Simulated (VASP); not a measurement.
# Hf (P6_3/mmc) in VASP: further runs, part 2 of 2

VASP 6.6.1. Earlier steps stand in the parts before.

### Step 3. Relaxation of cell and atoms, PBE, target pressure 20 GPa, at which the enthalpy is minimised

File INCAR:

```
SYSTEM = Hf
PREC = Accurate
ENCUT = 600
EDIFF = 1E-7
ISMEAR = -1
SIGMA = 0.05
LREAL = .False.
LASPH = .True.
NELM = 60
ALGO = Normal
ISIF = 3
LWAVE = .False.
LCHARG = .False.
GGA = PE
IBRION = 2
NSW = 80
EDIFFG = -0.005
PSTRESS = 200.0
```

File KPOINTS:

```
Automatic mesh
0
Gamma
  10 10 5
  0 0 0
```

File POSCAR:

```
Hf
1.0
    3.1967000000      0.0000000000      0.0000000000
   -1.5983500000      2.7684234083      0.0000000000
    0.0000000000      0.0000000000      5.0578000000
Hf
2
Direct
    0.6666666667      0.3333333333      0.7500000000
    0.3333333333      0.6666666667      0.2500000000
```

Potentials or basis: VASP PAW PBE potentials, release 64 (Hf_pv).

Started as:

```console
$ cat potpaw_PBE.64/Hf_pv/POTCAR > POTCAR
$ mpirun -np 1 vasp_std > vasp.out
```

OUTCAR:

```text
SYSTEM = Hf
   PREC = Accurate
   ENCUT = 600
   EDIFF = 1E-7
   ISMEAR = -1
   LREAL = .False.
   LASPH = .True.
   NELM = 60
   ISIF = 3
   GGA = PE
   IBRION = 2
   NSW = 80
   EDIFFG = -0.005
   PSTRESS = 200.0

 ion  position               nearest neighbor table
   1  0.667  0.333  0.750-   2 3.13   2 3.13   2 3.13   2 3.13   2 3.13   2 3.13
   2  0.333  0.667  0.250-   1 3.13   1 3.13   1 3.13   1 3.13   1 3.13   1 3.13

  LATTYP: Found a hexagonal cell.
 ALAT       =     3.1967000000
 C/A-ratio  =     1.5821941377

  Lattice vectors:

 A1 = (   3.1967000000,   0.0000000000,   0.0000000000)
 A2 = (  -1.5983500000,   2.7684234083,   0.0000000000)
 A3 = (   0.0000000000,   0.0000000000,   5.0578000000)

Analysis of symmetry for initial positions (statically):
=====================================================================
 Subroutine PRICEL returns:
 Original cell was already a primitive cell.

 Routine SETGRP: Setting up the symmetry group for a
 hexagonal supercell.

 Subroutine GETGRP returns: Found 24 space group operations
 (whereof 12 operations were pure point group operations)
 out of a pool of 24 trial point group operations.

The static configuration has the point symmetry D_3d.
 The point group associated with its full space group is D_6h.

Analysis of symmetry for dynamics (positions and initial velocities):
=====================================================================
 Subroutine PRICEL returns:
 Original cell was already a primitive cell.

 Routine SETGRP: Setting up the symmetry group for a
 hexagonal supercell.

 Subroutine GETGRP returns: Found 24 space group operations
 (whereof 12 operations were pure point group operations)
 out of a pool of 24 trial point group operations.

The dynamic configuration has the point symmetry D_3d.
 The point group associated with its full space group is D_6h.

 Subroutine INISYM returns: Found 24 space group operations
 (whereof 12 operations are pure point group operations),
 and found     1 'primitive' translations

----------------------------------------------------------------------------------------

                                     Primitive cell

  volume of cell :      44.7606

  direct lattice vectors                    reciprocal lattice vectors
     3.196700000  0.000000000  0.000000000     0.312822598  0.180608211  0.000000000
    -1.598350000  2.768423408  0.000000000     0.000000000  0.361216423  0.000000000
     0.000000000  0.000000000  5.057800000     0.000000000  0.000000000  0.197714421

  length of vectors
     3.196700000  3.196700000  5.057800000     0.361216423  0.361216423  0.197714421

  position of ions in fractional coordinates (direct lattice)
     0.666666667  0.333333333  0.750000000
     0.333333333  0.666666667  0.250000000

  ion indices of the primitive-cell ions
   primitive index   ion index
                 1           1
                 2           2

----------------------------------------------------------------------------------------

 KPOINTS: Automatic mesh

Automatic generation of k-mesh.
[... 49 lines left out ...]
   number of dos      NEDOS =    301   number of ions     NIONS =      2
   total plane-waves  NPLWV =  31360
   dimension x,y,z NGX =    28 NGY =   28 NGZ =   40
   dimension x,y,z NGXF=    56 NGYF=   56 NGZF=   80
   ions per type =               2
   NGX,Y,Z   is equivalent  to a cutoff of  14.56, 14.56, 13.15 a.u.
   NGXF,Y,Z  is equivalent  to a cutoff of  29.12, 29.12, 26.30 a.u.
 SYSTEM =  Hf
   PREC   = accura    normal or accurate (medium, high low for compatibility)
   ISTART =      0    job   : 0-new  1-cont  2-samecut
   ICHARG =      2    charge: 1-file 2-atom 10-const
   ISPIN  =      1    spin polarized calculation?
   LNONCOLLINEAR =      F non collinear calculations
   LSORBIT =      F    spin-orbit coupling
   LASPH  =      T    aspherical Exc in radial PAW
   ENCUT  =  600.0 eV  44.10 Ry    6.64 a.u.   6.38  6.38 10.10*2*pi/ulx,y,z
   NELM   =     60;   NELMIN=  2; NELMDL= -5     # of ELM steps
   EDIFF  = 0.1E-06   stopping-criterion for ELM
   LREAL  =      F    real-space projection
   EDIFFG = -.5E-02   stopping-criterion for IOM
   NSW    =     80    number of steps for IOM
   IBRION =      2    ionic relax: 0-MD 1-quasi-New 2-CG
   NFREE  =      1    steps in history (QN), initial steepest desc. (CG)
   ISIF   =      3    stress and relaxation
   ISYM   =      2    0-nonsym 1-usesym 2-fastsym
   POTIM  = 0.5000    time-step for ionic-motion
   TEBEG  =    0.0;   TEEND  =   0.0 temperature during run
   PSTRESS=  200.0 pullay stress
   NELECT =      20.0000    total number of electrons
   NUPDOWN=      -1.0000    fix difference up-down
   EMIN   =  10.00;   EMAX   =-10.00  energy-range for DOS
   EFERMI =   0.00;   METHOD = LEGACY
   ISMEAR =    -1;   SIGMA  =   0.05  broadening in eV -4-tet -1-fermi 0-gaus
   EFERMI_NEDOS =   21; number of points for ismear=-14 and -15
   IALGO  =     38    algorithm
   IMIX   =      4    mixing-type and parameters
     AMIX     =   0.40;   BMIX     =  1.00
     AMIX_MAG =   1.60;   BMIX_MAG =  1.00
  volume/ion in A,a.u.               =      22.38       151.03
  Fermi-wavevector in a.u.,A,eV,Ry     =   1.251563  2.365112 21.312311  1.566411
  Thomas-Fermi vector in A             =   2.385505
   LORBIT       =      0    0 simple, 1 ext, 2 COOP (PROOUT), +10 PAW based schemes
   GGA     = PE    functional components
   LHFCALC =     F    Hartree Fock is set to
   AEXX    =    0.0000 exact exchange contribution
   IVDW    =     0    specifies the selected vdW correction
   LEPSILON=     F    determine dielectric tensor
   LRPA    =     F    only Hartree local field effects (RPA)
 conjugate gradient relaxation of ions
 non-spin polarized calculation
  energy-cutoff  :      600.00
  volume of cell :       44.76
 maximum number of plane-waves:      1518
 NGX is ok and might be reduce to    28
   NGX = 13   NGY = 13   NGZ = 21

--------------------------------------- Ionic step        1  -------------------------------------------

 number of electron      20.0000001 magnetization

 Free energy of the ion-electron system (eV)
  ---------------------------------------------------
  ext. energy  EPLUGINS =         0.00000000
  ---------------------------------------------------
  free energy    TOTEN  =       -19.85551091 eV

  energy without entropy =      -19.84454963  energy(sigma->0) =      -19.85003027

------------------------ aborting loop because EDIFF is reached ----------------------------------------

  FORCE on cell =-STRESS in cart. coord.  units (eV):
  Direction    XX          YY          ZZ          XY          YZ          ZX
  --------------------------------------------------------------------------------------
  -------------------------------------------------------------------------------------
  Total        0.0863522      0.0863522     -0.0374004      0.0000000      0.0000000      0.0000000
  in kB        3.0909225      3.0909225     -1.3387227      0.0000000      0.0000000      0.0000000
  external PRESSURE =    -198.3856259 kB  Pullay stress =     200.0000000 kB
[... 291 lines left out ...]
--------------------------------------- Ionic step        9  -------------------------------------------

 number of electron      20.0000002 magnetization

 Free energy of the ion-electron system (eV)
  ---------------------------------------------------
  ext. energy  EPLUGINS =         0.00000000
  ---------------------------------------------------
  free energy    TOTEN  =       -19.51819225 eV

  energy without entropy =      -19.51146672  energy(sigma->0) =      -19.51482949

 E-fermi :   5.9434     XC(G=0): -11.9494

 val. band max:        5.9334416518   @ k =   0.1000   0.0000   0.2000
 cond. band min:       5.9507529800   @ k =   0.0000   0.0000   0.4000
 fundamental gap:      0.0173113282
 Fermi energy:         5.9433608671

 k-point     1 :       0.0000    0.0000    0.0000
  band No.  band energies     occupation
      1     -25.0929      2.00000
      2     -23.9182      2.00000
      3     -23.9182      2.00000
      4     -23.7241      2.00000
      5     -23.7241      2.00000
      6     -23.7236      2.00000
      7      -1.8884      2.00000
      8       1.7699      2.00000
      9       7.1577      0.00000
     10       7.1577      0.00000
     11       7.1749      0.00000
     12       7.4526      0.00000
     13       8.1414      0.00000
     14       8.1414      0.00000
[... 377 lines left out ...]
      1     -24.8861      2.00000
      2     -24.6877      2.00000
      3     -24.3774      2.00000
      4     -24.1925      2.00000
      5     -24.0370      2.00000
      6     -23.9312      2.00000
      7       2.1237      2.00000
      8       3.0380      2.00000
      9       4.0782      2.00000
     10       4.7508      2.00000
     11       6.5765      0.00001
     12       7.3356      0.00000
     13       7.8522      0.00000
     14      11.4641      0.00000

 [... further k-points ...]
[... 5 lines left out ...]
  --------------------------------------------------------------------------------------
  -------------------------------------------------------------------------------------
  Total        4.8450895      4.8450895      4.8461566     -0.0000000      0.0000000      0.0000000
  in kB      200.0477403    200.0477403    200.0917974     -0.0000000      0.0000000      0.0000000
  external PRESSURE =       0.0624260 kB  Pullay stress =     200.0000000 kB
[... 21 lines left out ...]
  energy  without entropy=      -19.5114667216  energy(sigma->0) =      -19.51482949

  enthalpy is  TOTEN    =       -14.6742589587 eV   P V=        4.8439332948

 reached required accuracy - stopping structural energy minimisation
```

OSZICAR:

```text
N       E                     dE             d eps       ncg     rms          rms(c)
DAV:   1     0.498907629160E+02    0.49891E+02   -0.12535E+04  1176   0.151E+03
[... 80 lines left out ...]
       N       E                     dE             d eps       ncg     rms          rms(c)
DAV:   1    -0.195182396008E+02    0.37026E-02   -0.12251E-03  1176   0.316E-01    0.911E-02
DAV:   2    -0.195182040936E+02    0.35507E-04   -0.75848E-05  1200   0.750E-02    0.251E-02
DAV:   3    -0.195181927164E+02    0.11377E-04   -0.21061E-05  1200   0.369E-02    0.123E-02
DAV:   4    -0.195181917571E+02    0.95930E-06   -0.27167E-06  1322   0.135E-02    0.103E-02
DAV:   5    -0.195181921882E+02   -0.43114E-06   -0.29398E-07  1230   0.350E-03    0.168E-03
DAV:   6    -0.195181922535E+02   -0.65283E-07   -0.11946E-08   588   0.887E-04
   9 F= -.14674259E+02 E0= -.14670896E+02  d E =-.354249E-05
```

CONTCAR:

```text
Hf
   1.00000000000000
     3.0447658826496036   -0.0000000000000000    0.0000000000000000
    -1.5223829413248018    2.6368446029783752   -0.0000000000000000
     0.0000000000000000    0.0000000000000000    4.8332615755268007
  Hf
     2
Direct
     0.6666666667000030    0.3333333332999970    0.7500000000000000
     0.3333333332999970    0.6666666667000030    0.2500000000000000

  0.00000000E+00  0.00000000E+00  0.00000000E+00
  0.00000000E+00  0.00000000E+00  0.00000000E+00
```

It took 6.5 min on 1 thread of AMD EPYC 7R13, shared host; peak memory 0.17 GiB.

What came out:

* Free energy: -19.5182 eV
* Relaxed volume: 19.40 Å³/atom
* Relaxed cell: a = 3.045 Å, b = 3.045 Å, c = 4.833 Å, α = 90.00°, β = 90.00°, γ = 120.00°
* Space group after relaxing (to 0.05 Å): P6_3/mmc (No. 194)
* Energy change on relaxing (the enthalpy is what falls): +168.7 meV/atom
* Ionic steps: 9
* Pressure after relaxing: 20.0 GPa
* Band gap on the k mesh: zero (band 10 reaches 7.16 eV, above the bottom of band 11 at 5.57 eV)

Step by step:
```csv
step,energy change (eV),largest force (eV/Å),pressure (GPa),volume (Å³)
1,0.0000,0.0000,0.16,44.76
2,3.4600,0.0000,96.07,29.10
3,0.2692,0.0000,17.49,39.39
4,0.3249,0.0000,19.58,38.91
5,0.3387,0.0000,20.08,38.80
6,0.3392,0.0000,20.08,38.79
7,0.3393,0.0000,20.08,38.79
8,0.3336,0.0000,19.87,38.83
9,0.3373,0.0000,20.01,38.80
```

Final structure:
```
Hf
1.0
     3.04477    0.00000    0.00000
    -1.52238    2.63684    0.00000
     0.00000    0.00000    4.83326
Hf
2
Cartesian
  1.5224 0.8789 3.6249
  0.0000 1.7579 1.2083
```

Caveat: the cell is relaxed towards a set pressure, so the enthalpy falls and the energy may rise; spin-orbit coupling is left out, which moves the levels of the heavy elements.

### Step 4. Relaxation of cell and atoms, PBE, target pressure 30 GPa, at which the enthalpy is minimised

File INCAR:

```
  PREC = Accurate
  ENCUT = 600
  EDIFF = 1E-6
  ISMEAR = -1
  SIGMA = 0.05
  LREAL = F
  LASPH = T
  NELM = 100
  ALGO = Normal
  ISIF = 3
  LWAVE = F
  LCHARG = F
  GGA = PE
  IBRION = 2
  NSW = 80
  EDIFFG = -0.005
  PSTRESS = 300.0
```

File KPOINTS:

```
Automatic mesh
0
Gamma
  10 10 5
```

POSCAR is that of step 3.

Started as:

```console
$ cat potpaw_PBE.64/Hf_pv/POTCAR > POTCAR
$ mpirun -np 1 vasp_std > vasp.out
```

It took 6.8 min on 1 thread of AMD EPYC 7R13, shared host; peak memory 0.17 GiB.

The run converged. Its results:

```yaml
Free_energy: -19.2060 eV
Relaxed_volume: 18.40 Å³/atom
Relaxed_cell: a = 2.987 Å, b = 2.987 Å, c = 4.761 Å, α = 90.00°, β = 90.00°, γ = 120.00°
Space_group_after_relaxing_to_0.05_Å: P6_3/mmc (No. 194)
Energy_change_on_relaxing_the_enthalpy_is_what_falls: +324.7 meV/atom
Ionic_steps: 10
Pressure_after_relaxing: 30.0 GPa
Band_gap_on_the_k_mesh: zero (band 10 reaches 7.57 eV, above the bottom of band 11 at 5.99 eV)
```

The path:
```csv
step,energy change (eV),largest force (eV/Å),pressure (GPa),volume (Å³)
1,0.0000,0.0000,0.16,44.76
2,9.4832,0.0000,231.63,22.82
3,0.4527,0.0000,23.96,37.96
4,0.5890,0.0000,28.27,37.13
5,0.6466,0.0000,29.99,36.81
6,0.6748,0.0000,30.79,36.66
7,0.5970,0.0000,28.45,37.08
8,0.6344,0.0000,29.59,36.87
9,0.6541,0.0000,30.12,36.77
10,0.6495,0.0000,30.01,36.79
```

Final structure:
```yaml
crystal:
  lattice:
    - [2.98711, 0.00000, 0.00000]
    - [-1.49356, 2.58692, 0.00000]
    - [0.00000, 0.00000, 4.76098]
  atoms:
    - { symbol: Hf, position: [0.66667, 0.33333, 0.75000] }
    - { symbol: Hf, position: [0.33333, 0.66667, 0.25000] }
```

Levels at points of the mesh, in eV from the Fermi level:
```csv
k point,band 8,band 9,band 10,band 11,band 12,band 13
"(0.00, 0.00, 0.00)",-4.39,1.20,1.20,1.46,1.47,2.24
"(0.50, 0.00, 0.00)",-3.58,-2.94,-0.30,0.76,1.11,2.05
```

Caveat: the cell is relaxed towards a set pressure, so the enthalpy falls and the energy may rise; the volume moved by over 15 % at a fixed basis, so the end points are rough; spin-orbit coupling is left out, which moves the levels of the heavy elements.

### Step 5. Single point, BLYP+D4

This run uses another cell than the first one, of 22.51 Å³/atom, 1.006 times its volume.

File INCAR:

```
AGGAC = 1.0
AGGAX = 1.0
ALDAC = 0.0
ALDAX = 1.0
ALGO = Normal
EDIFF = 1E-7
ENCUT = 520
GGA = B5
ISIF = 2
ISMEAR = -1
IVDW = 13
LASPH = True
LCHARG = False
LREAL = False
LWAVE = False
NBANDS = 17
NELM = 80
PREC = Accurate
SIGMA = 0.05
VDW_A1 = 0.44488865
VDW_A2 = 4.0933009
VDW_S6 = 1.0
VDW_S8 = 2.34076671
```

File KPOINTS:

```
k-points
0
Gamma
  10 10 5
```

File POSCAR:

```
Hf
1.0
    3.2045726715      0.0000000000      0.0000000000
   -1.6022863357      2.7752413418      0.0000000000
    0.0000000000      0.0000000000      5.0618340736
Hf
2
Direct
    0.6666666667      0.3333333333      0.7500000000
    0.3333333333      0.6666666667      0.2500000000
```

Started as:

```console
$ cat potpaw_PBE.64/Hf_pv/POTCAR > POTCAR
$ mpirun -np 1 vasp_std > vasp.out
```

It took 31 s on 1 thread of Intel Xeon Platinum 8488C (Sapphire Rapids), shared host; peak memory 0.17 GiB.

Results (log left out):

```
Free energy                : -17.9862 eV
Pressure                   : 0.0 GPa
Band gap on the k mesh     : zero (band 10 reaches 6.48 eV, above the bottom of band 11 at 5.06 eV)
Dispersion energy per atom : -0.374 eV
```

Stress tensor (GPa, compression positive):
```
 0.04  0.00  0.00
 0.00  0.04  0.00
 0.00  0.00 -0.05
```

Levels at points of the mesh, in eV from the Fermi level:
```tsv
k point	band 7	band 8	band 9	band 10	band 11	band 12	band 13	band 14
(0.00, 0.00, 0.00)	-7.20	-3.64	0.88	1.10	1.10	1.39	1.90	1.90
(0.50, 0.00, 0.00)	-3.27	-2.70	-2.17	-0.66	0.72	0.90	1.68	5.68
```

Caveat: the PAW data sets were made with another functional, which shifts forces and pressure a little; spin-orbit coupling is left out, which moves the levels of the heavy elements; pairwise dispersion overbinds metals, which lowers pressure and volume.

### Step 6. The runs side by side

```tsv
task	level	cell	cutoff (eV)	gap on the mesh (eV)	pressure (GPa)
relaxation of cell and atoms	PBE	relaxed to 10 GPa from a = 3.197, b = 3.197, c = 5.058 Å, angles 90.0, 90.0, 120.0°, 2 atoms	600	none	10.0
relaxation of cell and atoms	PBE	relaxed to 20 GPa from a = 3.197, b = 3.197, c = 5.058 Å, angles 90.0, 90.0, 120.0°, 2 atoms	600	none	20.0
relaxation of cell and atoms	PBE	relaxed to 30 GPa from a = 3.197, b = 3.197, c = 5.058 Å, angles 90.0, 90.0, 120.0°, 2 atoms	600	none	30.0
single point	BLYP+D4	a = 3.205, b = 3.205, c = 5.062 Å, angles 90.0, 90.0, 120.0°, 2 atoms	520	none	0.0
```

Alike in all rows: potentials or basis VASP PAW PBE potentials, release 64 (Hf_pv); no spin polarisation; k mesh 10 × 10 × 5; smearing fermi-dirac 0.05 eV.

Caveats: spin-orbit coupling is left out, which moves the levels of the heavy elements; the cell is relaxed towards a set pressure, so the enthalpy falls and the energy may rise (some runs); the volume moved by over 15 % at a fixed basis, so the end points are rough (some runs); the PAW data sets were made with another functional, which shifts forces and pressure a little (some runs); pairwise dispersion overbinds metals, which lowers pressure and volume (some runs).

Absolute energies hang on the potentials; compare differences alone.
